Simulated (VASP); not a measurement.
# PbSe (P6_3/mmc) in VASP: further runs, part 2 of 2

VASP 6.6.1.

## (5) Single point, r2SCAN

This run uses another cell than the first one, of 29.87 Å³/atom, 0.926 times its volume.

Input file POSCAR:

```
PbSe
1.0
    4.2735454777      0.0000000000      0.0000000000
   -2.1367727388      3.7009989479      0.0000000000
    0.0000000000      0.0000000000      7.5550281191
Pb Se
2 2
Direct
    0.0000000000      0.0000000000      0.0000000000
    0.0000000000      0.0000000000      0.5000000000
    0.3333333333      0.6666666667      0.2500000000
    0.6666666667      0.3333333333      0.7500000000
```

Input file INCAR.step1:

```
SYSTEM = PbSe
PREC = Accurate
ENCUT = 520
ISMEAR = -1
SIGMA = 0.02
LREAL = .FALSE.
LASPH = .TRUE.
NELM = 100
NBANDS = 28
GGA = PE
ALGO = Normal
EDIFF = 1E-4
LWAVE = .TRUE.
LCHARG = .FALSE.
```

Input file INCAR.step2:

```
SYSTEM = PbSe
PREC = Accurate
ENCUT = 520
EDIFF = 1E-6
ISMEAR = -1
SIGMA = 0.02
LREAL = .FALSE.
LASPH = .TRUE.
NELM = 100
ALGO = Normal
ISIF = 2
LWAVE = .FALSE.
LCHARG = .FALSE.
METAGGA = R2SCAN
LMIXTAU = .TRUE.
NBANDS = 28
ISTART = 1
```

Input file KPOINTS:

```
Automatic mesh
0
G
  6 6 4
  0 0 0
```

Command:

```console
> cat potpaw_PBE.64/Pb_d/POTCAR potpaw_PBE.64/Se/POTCAR > POTCAR
> cp INCAR.step1 INCAR
> mpirun -np 1 vasp_std > vasp.out
> cp INCAR.step2 INCAR
> mpirun -np 1 vasp_std > vasp.out
```

Run time: 82 s. Hardware: 1 thread of Intel Xeon 6975P-C (Granite Rapids), shared host; peak memory 0.27 GiB.

The run converged. Its results:

* Free energy: -143.6583 eV
* Pressure: 0.0 GPa
* Band gap on the k mesh: 0.12 eV, direct

Levels at points of the mesh, in eV from the valence-band top:
```tsv
k point	band 16	band 17	band 18	band 19	band 20	band 21	band 22	band 23	band 24	band 25
(0.00, 0.00, 0.00)	-2.16	-2.16	-1.69	-1.69	0.00	0.12	2.97	2.97	3.06	3.06
(0.50, 0.00, 0.00)	-4.49	-3.36	-1.85	-1.78	-1.17	0.17	1.57	2.48	3.88	4.86
(0.00, 0.00, 0.50)	-1.92	-1.92	-1.92	-1.74	-1.74	2.48	2.48	2.90	2.90	2.90
(0.50, 0.00, 0.50)	-3.57	-2.97	-2.97	-2.76	-2.76	2.50	2.50	2.87	2.87	3.33
```

Caveat: the PAW data sets were made with another functional, which shifts forces and pressure a little; spin-orbit coupling is left out, which moves the levels of the heavy elements. A k mesh can miss the band edges.

## (6) Single point, r2SCAN (volume changed by +3%)

Input file POSCAR:

```
PbSe
1.0
    4.3158605611      0.0000000000      0.0000000000
   -2.1579302805      3.7376448851      0.0000000000
    0.0000000000      0.0000000000      7.6298352428
Pb Se
2 2
Direct
    0.0000000000      0.0000000000      0.0000000000
    0.0000000000      0.0000000000      0.5000000000
    0.3333333333      0.6666666667      0.2500000000
    0.6666666667      0.3333333333      0.7500000000
```

Changes to INCAR.step1 since step 5:

```diff
@@ -7,3 +7,3 @@
 LASPH = .TRUE.
-NELM = 100
+NELM = 60
 NBANDS = 28
```

Changes to INCAR.step2 since step 5:

```diff
@@ -3,3 +3,3 @@
 ENCUT = 520
-EDIFF = 1E-6
+EDIFF = 1E-7
 ISMEAR = -1
@@ -8,3 +8,3 @@
 LASPH = .TRUE.
-NELM = 100
+NELM = 60
 ALGO = Normal
```

KPOINTS is that of step 5.

Potentials or basis: VASP PAW PBE potentials, release 64 (Pb_d, Se).

Command:

```console
> cat potpaw_PBE.64/Pb_d/POTCAR potpaw_PBE.64/Se/POTCAR > POTCAR
> cp INCAR.step1 INCAR
> mpirun -np 1 vasp_std > vasp.out
> cp INCAR.step2 INCAR
> mpirun -np 1 vasp_std > vasp.out
```

OUTCAR:

```text
SYSTEM = PbSe
   PREC = Accurate
   ENCUT = 520
   EDIFF = 1E-7
   ISMEAR = -1
   LREAL = .FALSE.
   LASPH = .TRUE.
   NELM = 60
   ISIF = 2
   METAGGA = R2SCAN
   ISTART = 1

 ion  position               nearest neighbor table
   1  0.000  0.000  0.000-   3 3.14   4 3.14   3 3.14   4 3.14   4 3.14   3 3.14   2 3.81   2 3.81

   2  0.000  0.000  0.500-   3 3.14   4 3.14   3 3.14   4 3.14   4 3.14   3 3.14   1 3.81   1 3.81

   3  0.333  0.667  0.250-   1 3.14   2 3.14   1 3.14   2 3.14   1 3.14   2 3.14
   4  0.667  0.333  0.750-   1 3.14   2 3.14   1 3.14   2 3.14   1 3.14   2 3.14

  LATTYP: Found a hexagonal cell.
 ALAT       =     4.3158605611
 C/A-ratio  =     1.7678595346

  Lattice vectors:

 A1 = (   4.3158605611,   0.0000000000,   0.0000000000)
 A2 = (  -2.1579302805,   3.7376448851,   0.0000000000)
 A3 = (   0.0000000000,   0.0000000000,   7.6298352428)

Analysis of symmetry for initial positions (statically):
=====================================================================
 Subroutine PRICEL returns:
 Original cell was already a primitive cell.

 Routine SETGRP: Setting up the symmetry group for a
 hexagonal supercell.

 Subroutine GETGRP returns: Found 24 space group operations
 (whereof 12 operations were pure point group operations)
 out of a pool of 24 trial point group operations.

The static configuration has the point symmetry D_3d.
 The point group associated with its full space group is D_6h.

Analysis of symmetry for dynamics (positions and initial velocities):
=====================================================================
 Subroutine PRICEL returns:
 Original cell was already a primitive cell.

 Routine SETGRP: Setting up the symmetry group for a
 hexagonal supercell.
[... 118 lines left out ...]
   NUPDOWN=      -1.0000    fix difference up-down
   EMIN   =  10.00;   EMAX   =-10.00  energy-range for DOS
   EFERMI =   0.00;   METHOD = LEGACY
   ISMEAR =    -1;   SIGMA  =   0.02  broadening in eV -4-tet -1-fermi 0-gaus
   EFERMI_NEDOS =   21; number of points for ismear=-14 and -15
   IALGO  =     38    algorithm
   IMIX   =      4    mixing-type and parameters
     AMIX     =   0.40;   BMIX     =  1.00
     AMIX_MAG =   1.60;   BMIX_MAG =  1.00
  volume/ion in A,a.u.               =      30.77       207.64
  Fermi-wavevector in a.u.,A,eV,Ry     =   1.125558  2.126997 17.236966  1.266881
  Thomas-Fermi vector in A             =   2.262236
   LORBIT       =      0    0 simple, 1 ext, 2 COOP (PROOUT), +10 PAW based schemes
   METAGGA = R2SCAN    functional components
   LHFCALC =     F    Hartree Fock is set to
   AEXX    =    0.0000 exact exchange contribution
   IVDW    =     0    specifies the selected vdW correction
   LEPSILON=     F    determine dielectric tensor
   LRPA    =     F    only Hartree local field effects (RPA)
 non-spin polarized calculation
  energy-cutoff  :      520.00
  volume of cell :      123.08
 maximum number of plane-waves:      3354
   NGX = 17   NGY = 17   NGZ = 29

 number of electron      39.9999992 magnetization

 Free energy of the ion-electron system (eV)
  ---------------------------------------------------
  ext. energy  EPLUGINS =         0.00000000
  ---------------------------------------------------
  free energy    TOTEN  =      -143.64288585 eV

  energy without entropy =     -143.64287174  energy(sigma->0) =     -143.64287879

 E-fermi :   4.5959     XC(G=0):  -9.7064

 val. band max:        4.4839155656   @ k =   0.0000   0.0000   0.0000
 cond. band min:       4.7103534505   @ k =   0.0000   0.0000   0.0000
 fundamental gap:      0.2264378850
 Fermi energy:         4.5959035440

 k-point     1 :       0.0000    0.0000    0.0000
  band No.  band energies     occupation
      1     -13.4122      2.00000
      2     -13.3692      2.00000
      3     -13.3692      2.00000
      4     -13.3559      2.00000
      5     -13.3559      2.00000
      6     -13.3478      2.00000
[... 640 lines left out ...]
     27      11.8959      0.00000
     28      11.8959      0.00000

------------------------ aborting loop because EDIFF is reached ----------------------------------------

  FORCE on cell =-STRESS in cart. coord.  units (eV):
  Direction    XX          YY          ZZ          XY          YZ          ZX
  --------------------------------------------------------------------------------------
  -------------------------------------------------------------------------------------
  Total       -1.0144453     -1.0144453     -1.2506153     -0.0000000      0.0000000     -0.0000000
  in kB      -13.2056144    -13.2056144    -16.2799746     -0.0000000      0.0000000     -0.0000000
  external PRESSURE =     -14.2304011 kB  Pullay stress =       0.0000000 kB

 VOLUME and BASIS-vectors are now :
 -----------------------------------------------------------------------------
  energy-cutoff  :      520.00
  volume of cell :      123.08
      direct lattice vectors                 reciprocal lattice vectors
     4.315860561  0.000000000  0.000000000     0.231703501  0.133774078  0.000000000
    -2.157930281  3.737644885  0.000000000     0.000000000  0.267548157  0.000000000
     0.000000000  0.000000000  7.629835243     0.000000000  0.000000000  0.131064429

 POSITION                                       TOTAL-FORCE (eV/Angst)
 -----------------------------------------------------------------------------------
      0.00000      0.00000      0.00000        -0.000000      0.000000      0.000000
      0.00000      0.00000      3.81492        -0.000000      0.000000      0.000000
     -0.00000      2.49176      1.90746         0.000000      0.000000     -0.000000
      2.15793      1.24588      5.72238         0.000000     -0.000000      0.000000
 -----------------------------------------------------------------------------------
    total drift:                                0.000000     -0.000000      0.000000

  FREE ENERGIE OF THE ION-ELECTRON SYSTEM (eV)
  ---------------------------------------------------
  free  energy   TOTEN  =      -143.6428858533 eV

  energy  without entropy=     -143.6428717353  energy(sigma->0) =     -143.64287879
```

OUTCAR.step1:

```text
SYSTEM = PbSe
   PREC = Accurate
   ENCUT = 520
   ISMEAR = -1
   LREAL = .FALSE.
   LASPH = .TRUE.
   NELM = 60
[... 876 lines left out ...]
      0.00000      0.00000      3.81492        -0.000000      0.000000     -0.000000
     -0.00000      2.49176      1.90746         0.000000      0.000000      0.000000
      2.15793      1.24588      5.72238        -0.000000     -0.000000      0.000000
 -----------------------------------------------------------------------------------
    total drift:                                0.000000     -0.000000      0.000000

  FREE ENERGIE OF THE ION-ELECTRON SYSTEM (eV)
  ---------------------------------------------------
  free  energy   TOTEN  =       -16.2010621774 eV

  energy  without entropy=      -16.2005670853  energy(sigma->0) =      -16.20081463
```

OSZICAR.step1:

```text
N       E                     dE             d eps       ncg     rms          rms(c)
DAV:   1     0.403510857498E+03    0.40351E+03   -0.18117E+04  1176   0.146E+03
DAV:   2     0.274027725554E+02   -0.37611E+03   -0.36459E+03  1188   0.385E+02
DAV:   3    -0.149992552376E+02   -0.42402E+02   -0.41481E+02  1532   0.148E+02
DAV:   4    -0.168342626294E+02   -0.18350E+01   -0.18277E+01  1372   0.328E+01
DAV:   5    -0.169034262840E+02   -0.69164E-01   -0.69159E-01  1568   0.677E+00    0.383E+00
DAV:   6    -0.162008123719E+02    0.70261E+00   -0.16092E+00  1604   0.739E+00    0.199E+00
DAV:   7    -0.161959218040E+02    0.48906E-02   -0.30125E-01  1292   0.213E+00    0.122E+00
DAV:   8    -0.162036600854E+02   -0.77383E-02   -0.41673E-02  1364   0.181E+00    0.387E-01
DAV:   9    -0.162007535934E+02    0.29065E-02   -0.86695E-03  1616   0.786E-01    0.104E-01
DAV:  10    -0.162010233562E+02   -0.26976E-03   -0.10475E-03  1084   0.163E-01    0.342E-02
DAV:  11    -0.162010621774E+02   -0.38821E-04   -0.10387E-04   876   0.101E-01
   1 F= -.16201062E+02 E0= -.16200815E+02  d E =-.495092E-03
```

It took 2 min on 1 thread of Intel Xeon 6975P-C (Granite Rapids), shared host; peak memory 0.29 GiB.

Results:

```yaml
Free_energy: -143.6429 eV
Pressure: -1.4 GPa
Band_gap_on_the_k_mesh: 0.23 eV, direct
```

Levels at points of the mesh, in eV from the valence-band top:
| k point | band 17 | band 18 | band 19 | band 20 | band 21 | band 22 | band 23 | band 24 |
| --- | --- | --- | --- | --- | --- | --- | --- | --- |
| (0.00, 0.00, 0.00) | -1.97 | -1.53 | -1.53 | 0.00 | 0.23 | 3.05 | 3.05 | 3.10 |
| (0.50, 0.00, 0.00) | -3.12 | -1.68 | -1.63 | -1.07 | 0.29 | 1.69 | 2.57 | 3.92 |
| (0.00, 0.00, 0.50) | -1.75 | -1.75 | -1.62 | -1.62 | 2.53 | 2.53 | 2.97 | 2.97 |
| (0.50, 0.00, 0.50) | -2.77 | -2.77 | -2.55 | -2.55 | 2.60 | 2.60 | 2.91 | 2.91 |

Caveat: the cell differs from its parent crystal (volume changed by +3%); the PAW data sets were made with another functional, which shifts forces and pressure a little; spin-orbit coupling is left out, which moves the levels of the heavy elements. A k mesh can miss the band edges.

## (7) The runs side by side

| level | cell | gap on the mesh (eV) | pressure (GPa) |
| --- | --- | --- | --- |
| PBE | a = 4.393, b = 4.393, c = 7.725 Å, angles 90.0, 90.0, 120.0°, 4 atoms | 0.05 | -2.3 |
| r2SCAN | a = 4.186, b = 4.186, c = 7.401 Å, angles 90.0, 90.0, 120.0°, 4 atoms | - | 3.5 |
| r2SCAN | a = 4.230, b = 4.230, c = 7.479 Å, angles 90.0, 90.0, 120.0°, 4 atoms | none | 1.6 |
| r2SCAN | a = 4.274, b = 4.274, c = 7.555 Å, angles 90.0, 90.0, 120.0°, 4 atoms | 0.12 | 0.0 |
| r2SCAN | a = 4.316, b = 4.316, c = 7.630 Å, angles 90.0, 90.0, 120.0°, 4 atoms | 0.23 | -1.4 |

Alike in all rows: task single point; potentials or basis VASP PAW PBE potentials, release 64 (Pb_d, Se); no spin polarisation; k mesh 6 × 6 × 4; cutoff (eV) 520; smearing fermi-dirac 0.02 eV.

Caveats: spin-orbit coupling is left out, which moves the levels of the heavy elements; the PAW data sets were made with another functional, which shifts forces and pressure a little (some runs).

Absolute energies hang on the potentials; compare differences alone.
